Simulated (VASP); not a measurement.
# Cr (Im-3m) in VASP: notebook

The runs below take Cr through single point, with r2SCAN.

Everything below comes from runs of VASP 6.6.1. Logs are shortened: lines on timing, memory, paths and dates and some standing lists are left out, and cuts for length are marked.

### 1 The cell of the first run

The structure is cubic, space group Im-3m (No. 229). The conventional cell has a = 2.829 Å, b = 2.829 Å, c = 2.829 Å, α = 90.00°, β = 90.00°, γ = 90.00°. Cr (site symmetry m-3m) has 14 Cr at 2.45 to 2.83 Å within 3.2 Å.

### 2 Single point, r2SCAN, collinear spin, ferromagnetic start

Input file POSCAR:

```
Cr
1.0
   -1.4145317838      1.4145317838      1.4145317838
    1.4145317838     -1.4145317838      1.4145317838
    1.4145317838      1.4145317838     -1.4145317838
Cr
1
Direct
    0.0000000000      0.0000000000      0.0000000000
```

Input file INCAR.step1:

```
PREC = Accurate
ENCUT = 520
ISMEAR = 0
SIGMA = 0.05
LREAL = F
LASPH = T
NELM = 150
ISPIN = 2
MAGMOM = 0.05
LMAXMIX = 4
NBANDS = 16
GGA = PE
ALGO = Normal
EDIFF = 1E-4
LWAVE = T
LCHARG = F
```

Input file INCAR.step2:

```
PREC = Accurate
ENCUT = 520
EDIFF = 1E-6
ISMEAR = 0
SIGMA = 0.05
LREAL = F
LASPH = T
NELM = 150
ALGO = Normal
ISIF = 2
LWAVE = F
LCHARG = F
ISPIN = 2
MAGMOM = 0.05
LORBIT = 11
LMAXMIX = 4
METAGGA = R2SCAN
LMIXTAU = T
NBANDS = 16
ISTART = 1
```

Input file KPOINTS:

```
Automatic mesh
0
Gamma
  20 20 20
```

Potentials or basis: VASP PAW PBE potentials, release 64 (Cr_pv).

On the command line:

```sh
$ cat potpaw_PBE.64/Cr_pv/POTCAR > POTCAR
$ cp INCAR.step1 INCAR
$ mpirun -np 1 vasp_std > vasp.out
$ cp INCAR.step2 INCAR
$ mpirun -np 1 vasp_std > vasp.out
```

OUTCAR:

```text
PREC = Accurate
   ENCUT = 520
   EDIFF = 1E-6
   ISMEAR = 0
   LREAL = F
   LASPH = T
   NELM = 150
   ISIF = 2
   ISPIN = 2
   LORBIT = 11
   METAGGA = R2SCAN
   ISTART = 1

 ion  position               nearest neighbor table
   1  0.000  0.000  0.000-

  LATTYP: Found a body centered cubic cell.
 ALAT       =     2.8290635676

  Lattice vectors:

 A1 = (  -1.4145317838,   1.4145317838,   1.4145317838)
 A2 = (   1.4145317838,  -1.4145317838,   1.4145317838)
 A3 = (   1.4145317838,   1.4145317838,  -1.4145317838)

Analysis of symmetry for initial positions (statically):
=====================================================================
 Subroutine PRICEL returns:
 Original cell was already a primitive cell.

 Routine SETGRP: Setting up the symmetry group for a
 body centered cubic supercell.

 Subroutine GETGRP returns: Found 48 space group operations
 (whereof 48 operations were pure point group operations)
 out of a pool of 48 trial point group operations.

The static configuration has the point symmetry O_h .

Analysis of symmetry for dynamics (positions and initial velocities):
=====================================================================
 Subroutine PRICEL returns:
 Original cell was already a primitive cell.

 Routine SETGRP: Setting up the symmetry group for a
 body centered cubic supercell.

 Subroutine GETGRP returns: Found 48 space group operations
 (whereof 48 operations were pure point group operations)
 out of a pool of 48 trial point group operations.

The dynamic configuration has the point symmetry O_h .

Analysis of structural, dynamic, and magnetic symmetry:
=====================================================================
 Subroutine PRICEL returns:
 Original cell was already a primitive cell.

 Routine SETGRP: Setting up the symmetry group for a
 body centered cubic supercell.

 Subroutine GETGRP returns: Found 48 space group operations
 (whereof 48 operations were pure point group operations)
 out of a pool of 48 trial point group operations.

The overall configuration has the point symmetry O_h .

 Subroutine INISYM returns: Found 48 space group operations
 (whereof 48 operations are pure point group operations),
 and found     1 'primitive' translations

----------------------------------------------------------------------------------------

                                     Primitive cell

  volume of cell :      11.3213

  direct lattice vectors                    reciprocal lattice vectors
    -1.414531784  1.414531784  1.414531784     0.000000000  0.353473853  0.353473853
[... 103 lines left out ...]
     AMIX     =   0.40;   BMIX     =  1.00
     AMIX_MAG =   1.60;   BMIX_MAG =  1.00
  volume/ion in A,a.u.               =      11.32        76.40
  Fermi-wavevector in a.u.,A,eV,Ry     =   1.669178  3.154288 37.907923  2.786154
  Thomas-Fermi vector in A             =   2.754896
   LORBIT       =     11    0 simple, 1 ext, 2 COOP (PROOUT), +10 PAW based schemes
   METAGGA = R2SCAN    functional components
   LHFCALC =     F    Hartree Fock is set to
   AEXX    =    0.0000 exact exchange contribution
   IVDW    =     0    specifies the selected vdW correction
   LEPSILON=     F    determine dielectric tensor
   LRPA    =     F    only Hartree local field effects (RPA)
 spin polarized calculation
 Gauss-broadening in eV      SIGMA  =   0.05
  energy-cutoff  :      520.00
  volume of cell :       11.32
 maximum number of plane-waves:       321
   NGX =  9   NGY =  9   NGZ =  9

 number of electron      12.0000007 magnetization      -0.0000016

 number of electron      12.0000007 magnetization       0.0000006

 Free energy of the ion-electron system (eV)
  ---------------------------------------------------
  ext. energy  EPLUGINS =         0.00000000
  ---------------------------------------------------
  free energy    TOTEN  =       -14.80788371 eV

  energy without entropy =      -14.80709954  energy(sigma->0) =      -14.80749163

 E-fermi :  11.2292     XC(G=0): -15.1181

 val. band max:       11.2206790416   @ k =   0.1500   0.0500   0.0000
 cond. band min:      11.2498622240   @ k =  -0.1500   0.1500   0.1500
 fundamental gap:      0.0291831824
 Fermi energy:        11.2291789231

 spin component 1

 k-point     1 :       0.0000    0.0000    0.0000
  band No.  band energies     occupation
      1     -33.0996      1.00000
      2     -33.0996      1.00000
      3     -33.0996      1.00000
      4       2.7123      1.00000
      5      10.2169      1.00000
      6      10.2170      1.00000
[... 435 lines left out ...]
      5       9.0834      1.00000
      6       9.6374      1.00000
[... 8 lines left out ...]
     15      42.5483      0.00000
     16      43.8559      0.00000

 [... further k-points ...]

 spin component 2

 k-point     1 :       0.0000    0.0000    0.0000
  band No.  band energies     occupation
      1     -33.0996      1.00000
      2     -33.0996      1.00000
      3     -33.0996      1.00000
      4       2.7123      1.00000
      5      10.2169      1.00000
      6      10.2170      1.00000
[... 435 lines left out ...]
      5       9.0834      1.00000
      6       9.6374      1.00000
[... 8 lines left out ...]
     15      42.5483      0.00000
     16      43.8559      0.00000

 [... further k-points ...]

------------------------ aborting loop because EDIFF is reached ----------------------------------------

  FORCE on cell =-STRESS in cart. coord.  units (eV):
  Direction    XX          YY          ZZ          XY          YZ          ZX
  --------------------------------------------------------------------------------------
  -------------------------------------------------------------------------------------
  Total        0.0453928      0.0453928      0.0453928     -0.0000000      0.0000000      0.0000000
  in kB        6.4239051      6.4239051      6.4239051     -0.0000000      0.0000000      0.0000000
  external PRESSURE =       6.4239051 kB  Pullay stress =       0.0000000 kB

 VOLUME and BASIS-vectors are now :
 -----------------------------------------------------------------------------
  energy-cutoff  :      520.00
  volume of cell :       11.32
      direct lattice vectors                 reciprocal lattice vectors
    -1.414531784  1.414531784  1.414531784     0.000000000  0.353473853  0.353473853
     1.414531784 -1.414531784  1.414531784     0.353473853  0.000000000  0.353473853
     1.414531784  1.414531784 -1.414531784     0.353473853  0.353473853  0.000000000

 POSITION                                       TOTAL-FORCE (eV/Angst)
 -----------------------------------------------------------------------------------
      0.00000      0.00000      0.00000        -0.000000      0.000000     -0.000000
 -----------------------------------------------------------------------------------
    total drift:                                0.000000      0.000000      0.000000

  FREE ENERGIE OF THE ION-ELECTRON SYSTEM (eV)
  ---------------------------------------------------
  free  energy   TOTEN  =       -14.8078837140 eV

  energy  without entropy=      -14.8070995361  energy(sigma->0) =      -14.80749163

 total charge

# of ion       s       p       d       tot
------------------------------------------
    1        0.693   6.438   4.193  11.323

 magnetization (x)

# of ion       s       p       d       tot
------------------------------------------
    1        0.000  -0.000   0.000   0.000
```

OUTCAR.step1:

```text
PREC = Accurate
   ENCUT = 520
   ISMEAR = 0
   LREAL = F
   LASPH = T
[... 1150 lines left out ...]

 POSITION                                       TOTAL-FORCE (eV/Angst)
 -----------------------------------------------------------------------------------
      0.00000      0.00000      0.00000        -0.000000      0.000000     -0.000000
 -----------------------------------------------------------------------------------
    total drift:                                0.000000      0.000000      0.000000

  FREE ENERGIE OF THE ION-ELECTRON SYSTEM (eV)
  ---------------------------------------------------
  free  energy   TOTEN  =        -9.5143288944 eV

  energy  without entropy=       -9.5133248473  energy(sigma->0) =       -9.51382687
```

It took 3 min on 1 thread of Intel Xeon 6975P-C, shared host; peak memory 0.18 GiB.

What came out:

| Property | Result |
| --- | --- |
| Free energy | -14.8079 eV |
| Pressure | 0.6 GPa |
| Band gap on the k mesh | zero (filled and empty bands overlap) |
| Net moment | 0.00 μB per cell |
| Valence electrons inside the program's atomic spheres | Cr 11.32 |

Levels at points of the mesh, in eV from the Fermi level:
Spin up:
| k point | band 4 | band 5 | band 6 | band 7 | band 8 | band 9 |
| --- | --- | --- | --- | --- | --- | --- |
| (0.00, 0.00, 0.00) | -8.52 | -1.01 | -1.01 | -1.01 | 1.42 | 1.42 |
| (0.50, 0.00, 0.00) | -4.79 | -2.69 | 0.98 | 1.34 | 1.78 | 2.96 |
| (0.50, 0.50, 0.50) | -4.55 | -4.55 | 2.54 | 2.54 | 2.54 | 3.13 |
Spin down:
```csv
k point,band 3,band 4,band 5,band 6,band 7,band 8,band 9,band 10
"(0.00, 0.00, 0.00)",-44.33,-8.52,-1.01,-1.01,-1.01,1.42,1.42,3.20
"(0.50, 0.00, 0.00)",-44.34,-4.79,-2.69,0.98,1.34,1.78,2.96,3.13
"(0.50, 0.50, 0.50)",-45.02,-4.55,-4.55,2.54,2.54,2.54,3.13,11.15
```

Caveat: the PAW data sets were made with another functional, which shifts forces and pressure a little.

### 3 Single point, r2SCAN, collinear spin, ferromagnetic start

POSCAR is that of step 2.

Input file INCAR.step1:

```
ALGO = Normal
EDIFF = 1E-4
ENCUT = 520
GGA = PE
ISMEAR = 0
ISPIN = 2
LASPH = True
LCHARG = False
LMAXMIX = 4
LREAL = False
LWAVE = True
MAGMOM = 0.5
NBANDS = 16
NELM = 150
PREC = Accurate
SIGMA = 0.05
```

Input file INCAR.step2:

```
ALGO = Normal
EDIFF = 1E-7
ENCUT = 520
ISIF = 2
ISMEAR = 0
ISPIN = 2
ISTART = 1
LASPH = True
LCHARG = True
LELF = True
LMAXMIX = 4
LMIXTAU = True
LORBIT = 11
LREAL = False
LVHAR = True
LWAVE = False
MAGMOM = 0.5
METAGGA = R2SCAN
NBANDS = 16
NELM = 150
PREC = Accurate
SIGMA = 0.05
```

Input file KPOINTS:

```
k-points
0
Gamma
  20 20 20
```

Potentials or basis: VASP PAW PBE potentials, release 64 (Cr_pv).

On the command line:

```sh
$ cat potpaw_PBE.64/Cr_pv/POTCAR > POTCAR
$ cp INCAR.step1 INCAR
$ mpirun -np 1 vasp_std > vasp.out
$ cp INCAR.step2 INCAR
$ mpirun -np 1 vasp_std > vasp.out
```

OUTCAR:

```text
EDIFF = 1E-7
   ENCUT = 520
   ISIF = 2
   ISMEAR = 0
   ISPIN = 2
   ISTART = 1
   LASPH = True
   LORBIT = 11
   LREAL = False
   METAGGA = R2SCAN
   NELM = 150
   PREC = Accurate

 ion  position               nearest neighbor table
   1  0.000  0.000  0.000-

  LATTYP: Found a body centered cubic cell.
 ALAT       =     2.8290635676

  Lattice vectors:

 A1 = (  -1.4145317838,   1.4145317838,   1.4145317838)
 A2 = (   1.4145317838,  -1.4145317838,   1.4145317838)
 A3 = (   1.4145317838,   1.4145317838,  -1.4145317838)

Analysis of symmetry for initial positions (statically):
=====================================================================
 Subroutine PRICEL returns:
 Original cell was already a primitive cell.

 Routine SETGRP: Setting up the symmetry group for a
 body centered cubic supercell.

 Subroutine GETGRP returns: Found 48 space group operations
 (whereof 48 operations were pure point group operations)
 out of a pool of 48 trial point group operations.

The static configuration has the point symmetry O_h .

Analysis of symmetry for dynamics (positions and initial velocities):
[... 640 lines left out ...]
 spin component 2

 k-point     1 :       0.0000    0.0000    0.0000
  band No.  band energies     occupation
      1     -33.0996      1.00000
      2     -33.0996      1.00000
      3     -33.0996      1.00000
      4       2.7124      1.00000
      5      10.2169      1.00000
      6      10.2170      1.00000
[... 435 lines left out ...]
      5       9.0834      1.00000
      6       9.6374      1.00000
[... 8 lines left out ...]
     15      42.5482      0.00000
     16      43.8558      0.00000

 [... further k-points ...]

------------------------ aborting loop because EDIFF is reached ----------------------------------------

  FORCE on cell =-STRESS in cart. coord.  units (eV):
  Direction    XX          YY          ZZ          XY          YZ          ZX
  --------------------------------------------------------------------------------------
  -------------------------------------------------------------------------------------
  Total        0.0464992      0.0464992      0.0464992     -0.0000000      0.0000000     -0.0000000
  in kB        6.5804833      6.5804833      6.5804833     -0.0000000      0.0000000     -0.0000000
  external PRESSURE =       6.5804833 kB  Pullay stress =       0.0000000 kB

 VOLUME and BASIS-vectors are now :
 -----------------------------------------------------------------------------
  energy-cutoff  :      520.00
  volume of cell :       11.32
      direct lattice vectors                 reciprocal lattice vectors
    -1.414531784  1.414531784  1.414531784     0.000000000  0.353473853  0.353473853
     1.414531784 -1.414531784  1.414531784     0.353473853  0.000000000  0.353473853
     1.414531784  1.414531784 -1.414531784     0.353473853  0.353473853  0.000000000

 POSITION                                       TOTAL-FORCE (eV/Angst)
 -----------------------------------------------------------------------------------
      0.00000      0.00000      0.00000        -0.000000     -0.000000     -0.000000
 -----------------------------------------------------------------------------------
    total drift:                                0.000000      0.000000      0.000000

  FREE ENERGIE OF THE ION-ELECTRON SYSTEM (eV)
  ---------------------------------------------------
  free  energy   TOTEN  =       -14.8078839771 eV

  energy  without entropy=      -14.8071000185  energy(sigma->0) =      -14.80749200

 total charge

# of ion       s       p       d       tot
------------------------------------------
    1        0.693   6.438   4.193  11.323

 magnetization (x)

# of ion       s       p       d       tot
------------------------------------------
    1       -0.000   0.000  -0.000  -0.000
```

OUTCAR.step1:

```text
EDIFF = 1E-4
   ENCUT = 520
   GGA = PE
   ISMEAR = 0
   ISPIN = 2
[... 1150 lines left out ...]

 POSITION                                       TOTAL-FORCE (eV/Angst)
 -----------------------------------------------------------------------------------
      0.00000      0.00000      0.00000         0.000000      0.000000      0.000000
 -----------------------------------------------------------------------------------
    total drift:                                0.000000      0.000000      0.000000

  FREE ENERGIE OF THE ION-ELECTRON SYSTEM (eV)
  ---------------------------------------------------
  free  energy   TOTEN  =        -9.5143318762 eV

  energy  without entropy=       -9.5133265950  energy(sigma->0) =       -9.51382924
```

Run time: 3.3 min. Hardware: 1 thread of Intel Xeon 6975P-C, shared host; peak memory 0.18 GiB.

Results:

```yaml
Free_energy: -14.8079 eV
Pressure: 0.7 GPa
Band_gap_on_the_k_mesh: zero (filled and empty bands overlap)
Net_moment: 0.00 μB per cell
Valence_electrons_inside_the_program's_atomic_spheres: Cr 11.32
```

Levels at points of the mesh, in eV from the Fermi level:
Spin up:
| k point | band 4 | band 5 | band 6 | band 7 | band 8 | band 9 |
| --- | --- | --- | --- | --- | --- | --- |
| (0.00, 0.00, 0.00) | -8.52 | -1.01 | -1.01 | -1.01 | 1.42 | 1.42 |
| (0.50, 0.00, 0.00) | -4.79 | -2.69 | 0.98 | 1.34 | 1.78 | 2.96 |
| (0.50, 0.50, 0.50) | -4.55 | -4.55 | 2.54 | 2.54 | 2.54 | 3.13 |
Spin down:
| k point | band 3 | band 4 | band 5 | band 6 | band 7 | band 8 | band 9 | band 10 |
| --- | --- | --- | --- | --- | --- | --- | --- | --- |
| (0.00, 0.00, 0.00) | -44.33 | -8.52 | -1.01 | -1.01 | -1.01 | 1.42 | 1.42 | 3.20 |
| (0.50, 0.00, 0.00) | -44.34 | -4.79 | -2.69 | 0.98 | 1.34 | 1.78 | 2.96 | 3.13 |
| (0.50, 0.50, 0.50) | -45.02 | -4.55 | -4.55 | 2.54 | 2.54 | 2.54 | 3.13 | 11.15 |

Caveat: the PAW data sets were made with another functional, which shifts forces and pressure a little.

### 4 Single point, r2SCAN, collinear spin, ferromagnetic start

This run uses another cell than the first one, of 11.57 Å³/atom, 1.022 times its volume.

Input file POSCAR:

```
Cr
1.0
   -1.4248586878      1.4248586878      1.4248586878
    1.4248586878     -1.4248586878      1.4248586878
    1.4248586878      1.4248586878     -1.4248586878
Cr
1
Direct
    0.0000000000      0.0000000000      0.0000000000
```

Input file INCAR.step1:

```
PREC = Accurate ; ENCUT = 520
ISMEAR = 0 ; SIGMA = 0.05
LREAL = False ; LASPH = True
NELM = 150 ; ISPIN = 2
MAGMOM = 2 ; LMAXMIX = 4
NBANDS = 16 ; GGA = PE
ALGO = Normal ; EDIFF = 1E-4
LWAVE = True ; LCHARG = False
```

Input file INCAR.step2:

```
PREC = Accurate ; ENCUT = 520
EDIFF = 1E-7 ; ISMEAR = 0
SIGMA = 0.05 ; LREAL = False
LASPH = True ; NELM = 150
ALGO = Normal ; ISIF = 2
LWAVE = False ; LCHARG = True
ISPIN = 2 ; MAGMOM = 2
LORBIT = 11 ; LMAXMIX = 4
METAGGA = R2SCAN ; LMIXTAU = True
LELF = True ; LVHAR = True
NBANDS = 16 ; ISTART = 1
```

Input file KPOINTS:

```
Automatic mesh
0
Gamma
  20 20 20
```

On the command line:

```sh
$ cat potpaw_PBE.64/Cr_pv/POTCAR > POTCAR
$ cp INCAR.step1 INCAR
$ mpirun -np 1 vasp_std > vasp.out
$ cp INCAR.step2 INCAR
$ mpirun -np 1 vasp_std > vasp.out
```

Wall time 4 min (1 thread of Intel Xeon 6975P-C, shared host); peak memory 0.18 GiB.

It converged, with:

```
Free energy                                           : -14.8043 eV
Pressure                                              : -5.2 GPa
Band gap on the k mesh                                : zero (filled and empty bands overlap)
Net moment                                            : 0.00 μB per cell
Valence electrons inside the program's atomic spheres : Cr 11.28
```

Levels at points of the mesh, in eV from the Fermi level:
Spin up:
| k point | band 2 | band 3 | band 4 | band 5 | band 6 | band 7 | band 8 | band 9 | band 10 | band 11 |
| --- | --- | --- | --- | --- | --- | --- | --- | --- | --- | --- |
| (0.00, 0.00, 0.00) | -44.36 | -44.36 | -8.43 | -0.98 | -0.98 | -0.98 | 1.39 | 1.39 | 3.16 | 23.07 |
| (0.50, 0.00, 0.00) | -44.65 | -44.36 | -4.67 | -2.60 | 0.93 | 1.31 | 1.74 | 2.87 | 3.09 | 10.29 |
| (0.50, 0.50, 0.50) | -45.01 | -45.01 | -4.40 | -4.40 | 2.47 | 2.47 | 2.47 | 3.09 | 10.95 | 10.95 |
Spin down:
| k point | band 2 | band 3 | band 4 | band 5 | band 6 | band 7 | band 8 | band 9 | band 10 | band 11 |
| --- | --- | --- | --- | --- | --- | --- | --- | --- | --- | --- |
| (0.00, 0.00, 0.00) | -44.36 | -44.36 | -8.43 | -0.98 | -0.98 | -0.98 | 1.39 | 1.39 | 3.16 | 23.07 |
| (0.50, 0.00, 0.00) | -44.65 | -44.36 | -4.67 | -2.60 | 0.93 | 1.31 | 1.74 | 2.87 | 3.09 | 10.29 |
| (0.50, 0.50, 0.50) | -45.01 | -45.01 | -4.40 | -4.40 | 2.47 | 2.47 | 2.47 | 3.09 | 10.95 | 10.95 |

Caveat: the starting moments collapsed, and a magnetic state may lie lower; the PAW data sets were made with another functional, which shifts forces and pressure a little.
